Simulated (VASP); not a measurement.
# Ru (P6/mmm) in VASP: a series of runs

Runs on Ru. Level: r2SCAN. Tasks: single point, relaxation of cell and atoms.

All numbers are computed with VASP 6.6.1; they aren't measurements. Logs are shortened: lines on timing, memory, paths and dates and some standing lists are left out, and cuts for length are marked.

### 1 The cell of the first run

It takes space group P6/mmm (No. 191, hexagonal). Conventional cell: a = 4.182 Å, b = 4.182 Å, c = 2.628 Å, α = 90.00°, β = 90.00°, γ = 120.00°. Ru (site symmetry 6/mmm) has 14 Ru at 2.63 to 2.75 Å within 3.5 Å. Within 3.2 Å of Ru (site symmetry -6m2) lie 11 Ru at 2.41 to 2.75 Å.

This isn't the form of Ru at room conditions, which is hcp.

### 2 Single point, r2SCAN, collinear spin, ferromagnetic start (13.27 Å³/atom)

Contents of POSCAR:

```
Ru
1.0
    4.1819284088      0.0000000000      0.0000000000
   -2.0909642044      3.6216562389      0.0000000000
    0.0000000000      0.0000000000      2.6278656435
Ru
3
Direct
    0.0000000000      0.0000000000      0.0000000000
    0.3333333333      0.6666666667      0.5000000000
    0.6666666667      0.3333333333      0.5000000000
```

Contents of INCAR.step1:

```
SYSTEM = Ru
PREC = Accurate
ENCUT = 520
ISMEAR = -1
SIGMA = 0.05
LREAL = .FALSE.
LASPH = .TRUE.
NELM = 150
ISPIN = 2
MAGMOM = 1 1 1
LMAXMIX = 4
NBANDS = 32
GGA = PE
ALGO = Normal
EDIFF = 1E-4
LWAVE = .TRUE.
LCHARG = .FALSE.
```

Contents of INCAR.step2:

```
SYSTEM = Ru
PREC = Accurate
ENCUT = 520
EDIFF = 1E-6
ISMEAR = -1
SIGMA = 0.05
LREAL = .FALSE.
LASPH = .TRUE.
NELM = 150
ALGO = Normal
ISIF = 2
LWAVE = .FALSE.
LCHARG = .FALSE.
ISPIN = 2
MAGMOM = 1 1 1
LORBIT = 11
LMAXMIX = 4
METAGGA = R2SCAN
LMIXTAU = .TRUE.
NBANDS = 32
ISTART = 1
```

Contents of KPOINTS:

```
regular mesh
0
G
  10 10 13
  0 0 0
```

Potentials or basis: VASP PAW PBE potentials, release 64 (Ru_pv).

Run with:

```sh
$ cat potpaw_PBE.64/Ru_pv/POTCAR > POTCAR
$ cp INCAR.step1 INCAR
$ mpirun -np 1 vasp_std > vasp.out
$ cp INCAR.step2 INCAR
$ mpirun -np 1 vasp_std > vasp.out
```

OUTCAR:

```text
SYSTEM = Ru
   PREC = Accurate
   ENCUT = 520
   EDIFF = 1E-6
   ISMEAR = -1
   LREAL = .FALSE.
   LASPH = .TRUE.
   NELM = 150
   ISIF = 2
   ISPIN = 2
   LORBIT = 11
   METAGGA = R2SCAN
   ISTART = 1

 ion  position               nearest neighbor table
   1  0.000  0.000  0.000-   2 2.75   3 2.75   2 2.75   3 2.75   3 2.75   3 2.75   2 2.75   2 2.75
                             3 2.75   3 2.75   2 2.75   2 2.75
   2  0.333  0.667  0.500-   3 2.41   3 2.41   3 2.41   1 2.75   1 2.75   1 2.75   1 2.75   1 2.75
                             1 2.75
   3  0.667  0.333  0.500-   2 2.41   2 2.41   2 2.41   1 2.75   1 2.75   1 2.75   1 2.75   1 2.75
                             1 2.75

  LATTYP: Found a hexagonal cell.
 ALAT       =     4.1819284088
 C/A-ratio  =     0.6283860905

  Lattice vectors:

 A1 = (   4.1819284088,   0.0000000000,   0.0000000000)
 A2 = (  -2.0909642044,   3.6216562389,   0.0000000000)
 A3 = (   0.0000000000,   0.0000000000,   2.6278656435)

Analysis of symmetry for initial positions (statically):
=====================================================================
 Subroutine PRICEL returns:
 Original cell was already a primitive cell.

 Routine SETGRP: Setting up the symmetry group for a
 hexagonal supercell.

 Subroutine GETGRP returns: Found 24 space group operations
 (whereof 24 operations were pure point group operations)
 out of a pool of 24 trial point group operations.

The static configuration has the point symmetry D_6h.

Analysis of symmetry for dynamics (positions and initial velocities):
=====================================================================
 Subroutine PRICEL returns:
 Original cell was already a primitive cell.

 Routine SETGRP: Setting up the symmetry group for a
 hexagonal supercell.

 Subroutine GETGRP returns: Found 24 space group operations
 (whereof 24 operations were pure point group operations)
 out of a pool of 24 trial point group operations.

The dynamic configuration has the point symmetry D_6h.

Analysis of structural, dynamic, and magnetic symmetry:
=====================================================================
 Subroutine PRICEL returns:
 Original cell was already a primitive cell.

 Routine SETGRP: Setting up the symmetry group for a
 hexagonal supercell.

 Subroutine GETGRP returns: Found 24 space group operations
 (whereof 24 operations were pure point group operations)
 out of a pool of 24 trial point group operations.

The overall configuration has the point symmetry D_6h.

 Subroutine INISYM returns: Found 24 space group operations
 (whereof 24 operations are pure point group operations),
 and found     1 'primitive' translations

----------------------------------------------------------------------------------------

                                     Primitive cell

  volume of cell :      39.8004

  direct lattice vectors                    reciprocal lattice vectors
     4.181928409  0.000000000  0.000000000     0.239124132  0.138058382  0.000000000
    -2.090964204  3.621656239  0.000000000     0.000000000  0.276116764  0.000000000
     0.000000000  0.000000000  2.627865643     0.000000000  0.000000000  0.380536959

  length of vectors
     4.181928409  4.181928409  2.627865643     0.276116764  0.276116764  0.380536959

  position of ions in fractional coordinates (direct lattice)
     0.000000000  0.000000000  0.000000000
     0.333333333  0.666666667  0.500000000
     0.666666667  0.333333333  0.500000000

  ion indices of the primitive-cell ions
   primitive index   ion index
                 1           1
                 2           2
                 3           3

----------------------------------------------------------------------------------------

 KPOINTS: regular mesh

Automatic generation of k-mesh.
 Grid dimensions read from file:
 generate k-points for:   10   10   13

 Generating k-lattice:

  Cartesian coordinates                     Fractional coordinates (reciprocal lattice)
     0.023912413  0.013805838  0.000000000     0.100000000 -0.000000000  0.000000000
     0.000000000  0.027611676  0.000000000     0.000000000  0.100000000  0.000000000
     0.000000000  0.000000000  0.029272074     0.000000000  0.000000000  0.076923077

  Length of vectors
     0.027611676  0.027611676  0.029272074

  Shift w.r.t. Gamma in fractional coordinates (k-lattice)
     0.000000000  0.000000000  0.000000000

 Subroutine IBZKPT returns following result:
 ===========================================

 Found     98 irreducible k-points:

 Following reciprocal coordinates:
            Coordinates               Weight
  0.000000  0.000000  0.000000      1.000000
  0.100000  0.000000  0.000000      6.000000
  0.200000  0.000000  0.000000      6.000000
  0.300000  0.000000  0.000000      6.000000
  0.400000  0.000000  0.000000      6.000000
  0.500000  0.000000  0.000000      3.000000
[... 16 lines left out ...]
  0.300000  0.100000  0.076923     24.000000
  0.400000  0.100000  0.076923     24.000000
 [... further k-points ...]
   k-points           NKPTS =     98   k-points in BZ     NKDIM =     98   number of bands    NBANDS=     32
   number of dos      NEDOS =    301   number of ions     NIONS =      3
   total plane-waves  NPLWV =  20480
   dimension x,y,z NGX =    32 NGY =   32 NGZ =   20
   dimension x,y,z NGXF=    64 NGYF=   64 NGZF=   40
   ions per type =               3
   NGX,Y,Z   is equivalent  to a cutoff of  12.72, 12.72, 12.65 a.u.
   NGXF,Y,Z  is equivalent  to a cutoff of  25.44, 25.44, 25.31 a.u.
 SYSTEM =  Ru
   PREC   = accura    normal or accurate (medium, high low for compatibility)
   ISTART =      1    job   : 0-new  1-cont  2-samecut
   ICHARG =      0    charge: 1-file 2-atom 10-const
   ISPIN  =      2    spin polarized calculation?
   LNONCOLLINEAR =      F non collinear calculations
   LSORBIT =      F    spin-orbit coupling
   LASPH  =      T    aspherical Exc in radial PAW
   ENCUT  =  520.0 eV  38.22 Ry    6.18 a.u.   7.78  7.78  4.89*2*pi/ulx,y,z
   NELM   =    150;   NELMIN=  2; NELMDL=  0     # of ELM steps
   EDIFF  = 0.1E-05   stopping-criterion for ELM
   LREAL  =      F    real-space projection
   EDIFFG = 0.1E-04   stopping-criterion for IOM
   NSW    =      0    number of steps for IOM
   IBRION =     -1    ionic relax: 0-MD 1-quasi-New 2-CG
   NFREE  =      0    steps in history (QN), initial steepest desc. (CG)
   ISIF   =      2    stress and relaxation
   ISYM   =      2    0-nonsym 1-usesym 2-fastsym
   POTIM  = 0.5000    time-step for ionic-motion
   TEBEG  =    0.0;   TEEND  =   0.0 temperature during run
   PSTRESS=    0.0 pullay stress
   NELECT =      42.0000    total number of electrons
   NUPDOWN=      -1.0000    fix difference up-down
   EMIN   =  10.00;   EMAX   =-10.00  energy-range for DOS
   EFERMI =   0.00;   METHOD = LEGACY
   ISMEAR =    -1;   SIGMA  =   0.05  broadening in eV -4-tet -1-fermi 0-gaus
   EFERMI_NEDOS =   21; number of points for ismear=-14 and -15
   IALGO  =     38    algorithm
   IMIX   =      4    mixing-type and parameters
     AMIX     =   0.40;   BMIX     =  1.00
     AMIX_MAG =   1.60;   BMIX_MAG =  1.00
  volume/ion in A,a.u.               =      13.27        89.53
  Fermi-wavevector in a.u.,A,eV,Ry     =   1.666719  3.149641 37.796314  2.777951
  Thomas-Fermi vector in A             =   2.752866
   LORBIT       =     11    0 simple, 1 ext, 2 COOP (PROOUT), +10 PAW based schemes
   METAGGA = R2SCAN    functional components
   LHFCALC =     F    Hartree Fock is set to
   AEXX    =    0.0000 exact exchange contribution
   IVDW    =     0    specifies the selected vdW correction
   LEPSILON=     F    determine dielectric tensor
   LRPA    =     F    only Hartree local field effects (RPA)
 spin polarized calculation
  energy-cutoff  :      520.00
  volume of cell :       39.80
 maximum number of plane-waves:      1095
 NGX is ok and might be reduce to    32
   NGX = 15   NGY = 15   NGZ =  9

 number of electron      41.9999989 magnetization       0.0000005

 number of electron      41.9999989 magnetization      -0.0000001

 Free energy of the ion-electron system (eV)
  ---------------------------------------------------
  ext. energy  EPLUGINS =         0.00000000
  ---------------------------------------------------
  free energy    TOTEN  =       -75.41219167 eV

  energy without entropy =      -75.39038875  energy(sigma->0) =      -75.40129021

 E-fermi :  13.3731     XC(G=0): -15.5431

 val. band max:       13.3614198435   @ k =   0.0000   0.0000   0.3077
 cond. band min:      13.3818305294   @ k =   0.1000   0.0000   0.2308
 fundamental gap:      0.0204106859
 Fermi energy:        13.3730504574

 spin component 1

 k-point     1 :       0.0000    0.0000    0.0000
  band No.  band energies     occupation
      1     -31.8604      1.00000
      2     -31.8604      1.00000
      3     -31.3802      1.00000
      4     -31.3802      1.00000
      5     -31.0179      1.00000
      6     -30.6923      1.00000
[... 24 lines left out ...]
     31      23.6308      0.00000
     32      23.6308      0.00000

 k-point     2 :       0.1000    0.0000    0.0000
  band No.  band energies     occupation
      1     -31.8945      1.00000
      2     -31.8672      1.00000
      3     -31.3382      1.00000
      4     -31.3295      1.00000
      5     -31.0086      1.00000
      6     -30.6974      1.00000
[... 24 lines left out ...]
     31      24.2258      0.00000
     32      25.1143      0.00000
[... 733 lines left out ...]
     31      25.2088      0.00000
     32      27.9761      0.00000

 k-point    24 :       0.4000    0.1000    0.0769
  band No.  band energies     occupation
      1     -32.0665      1.00000
      2     -31.6552      1.00000
      3     -31.3189      1.00000
      4     -31.0169      1.00000
      5     -30.9771      1.00000
      6     -30.8789      1.00000
[... 24 lines left out ...]
     31      25.3146      0.00000
     32      28.7242      0.00000

 [... further k-points ...]

 spin component 2

 k-point     1 :       0.0000    0.0000    0.0000
  band No.  band energies     occupation
      1     -31.8604      1.00000
      2     -31.8604      1.00000
      3     -31.3802      1.00000
      4     -31.3802      1.00000
      5     -31.0179      1.00000
      6     -30.6923      1.00000
[... 24 lines left out ...]
     31      23.6308      0.00000
     32      23.6308      0.00000

 k-point     2 :       0.1000    0.0000    0.0000
  band No.  band energies     occupation
      1     -31.8945      1.00000
      2     -31.8672      1.00000
      3     -31.3382      1.00000
      4     -31.3295      1.00000
      5     -31.0086      1.00000
      6     -30.6974      1.00000
[... 24 lines left out ...]
     31      24.2258      0.00000
     32      25.1143      0.00000
[... 733 lines left out ...]
     31      25.2088      0.00000
     32      27.9761      0.00000

 k-point    24 :       0.4000    0.1000    0.0769
  band No.  band energies     occupation
      1     -32.0665      1.00000
      2     -31.6552      1.00000
      3     -31.3189      1.00000
      4     -31.0169      1.00000
      5     -30.9771      1.00000
      6     -30.8789      1.00000
[... 24 lines left out ...]
     31      25.3146      0.00000
     32      28.7242      0.00000

 [... further k-points ...]

------------------------ aborting loop because EDIFF is reached ----------------------------------------

  FORCE on cell =-STRESS in cart. coord.  units (eV):
  Direction    XX          YY          ZZ          XY          YZ          ZX
  --------------------------------------------------------------------------------------
  -------------------------------------------------------------------------------------
  Total        4.1169390      4.1169390      3.8159192     -0.0000000      0.0000000      0.0000000
  in kB      165.7288191    165.7288191    153.6111617     -0.0000000      0.0000000      0.0000000
  external PRESSURE =     161.6896000 kB  Pullay stress =       0.0000000 kB

 VOLUME and BASIS-vectors are now :
 -----------------------------------------------------------------------------
  energy-cutoff  :      520.00
  volume of cell :       39.80
      direct lattice vectors                 reciprocal lattice vectors
     4.181928409  0.000000000  0.000000000     0.239124132  0.138058382  0.000000000
    -2.090964204  3.621656239  0.000000000     0.000000000  0.276116764  0.000000000
     0.000000000  0.000000000  2.627865643     0.000000000  0.000000000  0.380536959

 POSITION                                       TOTAL-FORCE (eV/Angst)
 -----------------------------------------------------------------------------------
      0.00000      0.00000      0.00000        -0.000000      0.000000      0.000000
     -0.00000      2.41444      1.31393        -0.000000      0.000000     -0.000000
      2.09096      1.20722      1.31393         0.000000     -0.000000      0.000000
 -----------------------------------------------------------------------------------
    total drift:                               -0.000000      0.000000      0.000000

  FREE ENERGIE OF THE ION-ELECTRON SYSTEM (eV)
  ---------------------------------------------------
  free  energy   TOTEN  =       -75.4121916718 eV

  energy  without entropy=      -75.3903887541  energy(sigma->0) =      -75.40129021

 total charge

# of ion       s       p       d       tot
------------------------------------------
    1        0.396   6.310   5.964  12.670
    2        0.434   6.340   6.041  12.816
    3        0.434   6.340   6.041  12.816
--------------------------------------------------
tot          1.263  18.991  18.047  38.301

 magnetization (x)

# of ion       s       p       d       tot
------------------------------------------
    1       -0.000  -0.000  -0.000  -0.000
    2       -0.000   0.000   0.000   0.000
    3       -0.000   0.000   0.000   0.000
--------------------------------------------------
tot         -0.000   0.000  -0.000  -0.000
```

Wall time 9.8 min (1 thread of AMD EPYC 7R13 (Zen 3), shared host); peak memory 0.26 GiB.

Results:

```yaml
Free_energy: -75.4122 eV
Pressure: 16.2 GPa
Band_gap_on_the_k_mesh: zero (filled and empty bands overlap)
Net_moment: 0.00 μB per cell
Valence_electrons_inside_the_program's_atomic_spheres: Ru 12.67, 12.82 (each value once)
```

Caveat: the cell stands under pressure; an empty level that is flat over the whole mesh can mark a ghost state of the potentials, or a narrow d or f band; the PAW data sets were made with another functional, which shifts forces and pressure a little.

### 3 Relaxation of cell and atoms, r2SCAN

This run uses another cell than the first one, of 13.55 Å³/atom.

Contents of POSCAR:

```
Ru
1.0
    4.2469224303      0.0000000000      0.0000000000
   -2.1234612151      3.6779427125      0.0000000000
    0.0000000000      0.0000000000      2.6033634498
Ru
3
Direct
    0.0000000000      0.0000000000      0.0000000000
    0.3333333333      0.6666666667      0.5000000000
    0.6666666667      0.3333333333      0.5000000000
```

Contents of INCAR.step1:

```
PREC = Accurate ; ENCUT = 600
ISMEAR = -1 ; SIGMA = 0.1
LREAL = False ; LASPH = True
NELM = 100 ; GGA = PE
ALGO = Normal ; EDIFF = 1E-4
LWAVE = True ; LCHARG = False
```

Contents of INCAR.step2:

```
PREC = Accurate ; ENCUT = 600
EDIFF = 1E-7 ; ISMEAR = -1
SIGMA = 0.1 ; LREAL = False
LASPH = True ; NELM = 100
ALGO = Normal ; ISIF = 3
LWAVE = False ; LCHARG = False
METAGGA = R2SCAN ; LMIXTAU = True
IBRION = 2 ; NSW = 80
EDIFFG = -0.01 ; ISTART = 1
```

Contents of KPOINTS:

```
Automatic mesh
0
Gamma
  9 9 12
```

Potentials or basis: VASP PAW PBE potentials, release 64 (Ru_pv).

Run with:

```sh
$ cat potpaw_PBE.64/Ru_pv/POTCAR > POTCAR
$ cp INCAR.step1 INCAR
$ mpirun -np 1 vasp_std > vasp.out
$ cp INCAR.step2 INCAR
$ mpirun -np 1 vasp_std > vasp.out
```

It took 17 min on 1 thread of Intel Xeon 6975P-C (Granite Rapids), shared host; peak memory 0.25 GiB.

The run converged. Its results:

```yaml
Free_energy: -75.5403 eV
Relaxed_volume: 13.89 Å³/atom
Relaxed_cell: a = 4.247 Å, b = 4.247 Å, c = 2.669 Å, α = 90.00°, β = 90.00°, γ = 120.00°
Space_group_after_relaxing_to_0.1_Å: P6/mmm (No. 191)
Energy_gained_by_relaxing: 15.6 meV/atom
Ionic_steps: 9
Pressure_after_relaxing: 0.0 GPa
Band_gap_on_the_k_mesh: zero (bands 21 and 22 overlap by 2.56 eV)
```

Step by step:
```csv
step,energy change (eV),largest force (eV/Å),pressure (GPa),volume (Å³)
1,0.0000,0.0000,7.87,40.66
2,0.1440,0.0000,-18.20,44.68
3,-0.0408,0.0000,-1.88,41.90
4,-0.0408,0.0000,-1.62,41.86
5,-0.0406,0.0000,1.99,41.47
6,-0.0467,0.0000,0.09,41.67
7,-0.0466,0.0000,0.12,41.66
8,-0.0467,0.0000,-0.26,41.71
9,-0.0467,0.0000,0.00,41.68
```

Final structure:
```cif
data_structure
_symmetry_space_group_name_H-M 'P 1'
_symmetry_Int_Tables_number 1
_cell_length_a 4.2466
_cell_length_b 4.2466
_cell_length_c 2.6687
_cell_angle_alpha 90.000
_cell_angle_beta 90.000
_cell_angle_gamma 120.000
_cell_volume 41.68
loop_
_atom_site_label
_atom_site_type_symbol
_atom_site_fract_x
_atom_site_fract_y
_atom_site_fract_z
_atom_site_occupancy
Ru1 Ru 0.00000 0.00000 0.00000 1
Ru2 Ru 0.33333 0.66667 0.50000 1
Ru3 Ru 0.66667 0.33333 0.50000 1
```

Levels at points of the mesh, in eV from the Fermi level:
| k point | band 17 | band 18 | band 19 | band 20 | band 21 | band 22 | band 23 | band 24 | band 25 |
| --- | --- | --- | --- | --- | --- | --- | --- | --- | --- |
| (0.00, 0.00, 0.00) | -2.94 | -2.24 | -2.24 | -1.50 | -1.50 | -1.40 | -1.40 | 1.72 | 1.72 |
| (0.00, 0.00, 0.50) | -2.30 | -2.06 | -2.06 | 0.70 | 0.70 | 1.38 | 1.38 | 2.46 | 3.59 |

Caveat: the PAW data sets were made with another functional, which shifts forces and pressure a little.

The gap in the log of VASP goes by the Fermi energy; the results here count the filled bands.